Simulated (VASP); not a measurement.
Input of a VASP 6.6.1 run:

INCAR

```
ALGO = Normal
EDIFF = 1E-6
ENCUT = 650
GGA = PE
GGA_COMPAT = F
ISIF = 2
ISMEAR = 0
LASPH = T
LCHARG = F
LREAL = F
LWAVE = F
NBANDS = 98
NELM = 120
PREC = Accurate
SIGMA = 0.15
```

The input KPOINTS:

```
k-points
0
Gamma
  4 3 4
```

Contents of POSCAR:

```
LiRu12
1.0
    5.4000000000      0.0000000000      0.0000000000
   -4.0500000000      7.0148060000      0.0000000000
    0.0000000000      0.0000000000      4.2768000000
Ru Li
12 1
Direct
   -0.0226747105      0.0046803860      0.0057353629
    0.1471009606      0.2264262191      0.5241481949
   -0.0018998549      0.3338772305      0.0254087168
    0.1734306107      0.5699235303      0.4957624860
    0.0280355674      0.7064903862      0.0382706697
    0.1603639913      0.9013910007      0.5222977460
    0.4965699643      0.0119495821      0.0045328283
    0.6499641861      0.2199811370      0.4995795922
    0.4438099759      0.3139086099      0.0396911242
    0.6469166977      0.5720491771      0.4661146184
    0.4923424005      0.6701197439     -0.0126688178
    0.6498911223      0.8935896445      0.5102499532
    0.8029735423      0.4678133650      0.7977777778
```

Potentials or basis: VASP PAW PBE potentials, release 64 (Ru_pv, Li_sv).

Run with:

```console
$ cat potpaw_PBE.64/Ru_pv/POTCAR potpaw_PBE.64/Li_sv/POTCAR > POTCAR
$ mpirun -np 1 vasp_std > vasp.out
```

(1) Estimate the band gap on the k mesh.

(2) Predict the largest force.

Results:

(1) zero (an odd number of electrons rules out a gap without spin polarisation).

(2) 0.652 eV/Å.

Caveat: the k points lie up to 0.37 Å⁻¹ apart, too coarse for converged energies and pressures of a metal.
